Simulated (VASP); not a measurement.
Al: single point with PBE+D3(BJ)

Al:

```
Al
1.0
     4.49773    0.00000    0.00000
    -2.24886    3.89515    0.00000
     0.00000    0.00000    2.71331
Al
2
Direct
  0.33333 0.66667 0.00000
  0.66667 0.33333 0.00000
```

| Property | Result |
| --- | --- |
| Program | VASP 6.6.1 |
| Task | single point |
| Functional | PBE |
| Dispersion | D3(BJ) |
| Potentials or basis | VASP PAW PBE potentials, release 64 (Al) |
| Cutoff | 520 eV |
| k mesh | 7 × 7 × 10 |
| Occupations | fermi-dirac, width 0.05 eV |
| Spin | no spin polarisation |
| Dipole correction | no |
| Further INCAR settings | ALGO = Normal; EDIFF = 1e-06; NBANDS = 10 |

| Property | Result |
| --- | --- |
| Pressure | 0.0 GPa |
| Band gap on the k mesh | zero (band 3 reaches 6.69 eV, above the bottom of band 4 at 3.19 eV) |
| Dispersion energy per atom | -0.230 eV |

Levels at points of the mesh, in eV from the Fermi level:
```
           k point  band 1  band 2  band 3  band 4  band 5  band 6  band 7
(0.00, 0.00, 0.00)   -8.96   -0.90   -0.90   -0.46    2.20    2.20    5.50
(0.00, 0.00, 0.50)   -4.44   -3.65    2.48    2.48    2.77    5.39    5.39
```

Wall time 8.8 s on 1 thread of Intel(R) Xeon(R) 6975P-C (Granite Rapids), with other jobs on the host, peak memory 0.17 GiB.

Caveat: pairwise dispersion overbinds metals, which lowers pressure and volume.
